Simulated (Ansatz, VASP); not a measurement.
**Au in VASP and in Ansatz**

File INCAR:

```
ALGO = Normal ; DIPOL = 0.5 0.5 0.423
EDIFF = 1E-6 ; ENCUT = 520
GGA = PE ; IDIPOL = 3
ISIF = 2 ; ISMEAR = 0
IVDW = 12 ; LASPH = T
LCHARG = T ; LDIPOL = T
LELF = T ; LREAL = F
LVACPOTAV = T ; LVHAR = T
LWAVE = F ; NBANDS = 78
NELM = 100 ; PREC = Accurate
SIGMA = 0.1
```

KPOINTS

```
k-points
0
Gamma
  4 4 1
```

POSCAR

```
Au
1.0
    5.8027911561      0.0000000000      0.0000000000
   -2.9013955780      5.0253645540      0.0000000000
    0.0000000000      0.0000000000     24.7360591388
Au
12
Direct
    0.3333333333      0.1666666667      0.3234144920
    0.3333333333      0.6666666667      0.3234144920
    0.8333333333      0.1666666667      0.3234144920
    0.8333333333      0.6666666667      0.3234144920
    0.6666481789      0.3332963579      0.4234230652
    0.6666481789      0.8333518211      0.4234230652
    0.1666666667      0.3333333333      0.4231777409
    0.1667036421      0.8333518211      0.4234230652
   -0.0007376599      0.5007376599      0.5225914585
   -0.0007376599     -0.0014753197      0.5225914585
    0.5014753197      0.5007376599      0.5225914585
    0.5000000000      0.0000000000      0.5223523721
```

Input for Ansatz:

```yaml
crystal:
  lattice:
    - [5.8027911561, 0.0, 0.0]
    - [-2.901395578, 5.025364554, 0.0]
    - [0.0, 0.0, 24.7360591388]
  atoms:
    - { symbol: Au, position: [0.3333333333, 0.1666666667, 0.323414492] }
    - { symbol: Au, position: [0.3333333333, 0.6666666667, 0.323414492] }
    - { symbol: Au, position: [0.8333333333, 0.1666666667, 0.323414492] }
    - { symbol: Au, position: [0.8333333333, 0.6666666667, 0.323414492] }
    - { symbol: Au, position: [0.6666481789, 0.3332963579, 0.4234230652] }
    - { symbol: Au, position: [0.6666481789, 0.8333518211, 0.4234230652] }
    - { symbol: Au, position: [0.1666666667, 0.3333333333, 0.4231777409] }
    - { symbol: Au, position: [0.1667036421, 0.8333518211, 0.4234230652] }
    - { symbol: Au, position: [-0.0007376599, 0.5007376599, 0.5225914585] }
    - { symbol: Au, position: [-0.0007376599, -0.0014753197, 0.5225914585] }
    - { symbol: Au, position: [0.5014753197, 0.5007376599, 0.5225914585] }
    - { symbol: Au, position: [0.5, 0.0, 0.5223523721] }
basis:
  ecutwfc: 420
kpoints:
  mp_grid: { grid: [4, 4, 1] }
hamiltonian:
  xc: pbe
  dispersion: d3bj
scf:
  occupations: { method: gaussian, width: 0.1 }
output:
  forces: true
  eigenvalues: true
  write_density: true
  volumetric_format: npy
efield:
  axis: 3
  dipole_correction: true
  ramp_width: 0.04
```

Alike in both runs: task single point; functional PBE; dispersion D3(BJ); k mesh 4 × 4 × 1; occupations gaussian, width 0.1 eV; no spin polarisation.

|  | VASP | Ansatz |
| --- | --- | --- |
| version | VASP 6.6.1 | Ansatz 0.2.0 |
| potentials or method | VASP PAW PBE potentials, release 64 (Au), cutoff 520 eV | scalar-relativistic, plane waves, PAW |
| valence electrons in the cell | 132 | 228 |

```csv
,VASP,Ansatz,Ansatz less VASP
gap on the k mesh at the Fermi level (eV),none,none,-
rms of the force components (eV/Å),0.052,0.055,+0.0030
"work function, face that differs most (eV)",5.29,5.28,-0.009
```

Atom by atom the forces differ by 0.004 eV/Å (rms over components). A gap of «none» marks a metal or a gap that the smearing closes. VASP's potentials hold 132 valence electrons a cell and Ansatz's 228, so a difference there can come from the potentials and not from the codes.

Neither program's run includes spin-orbit coupling.
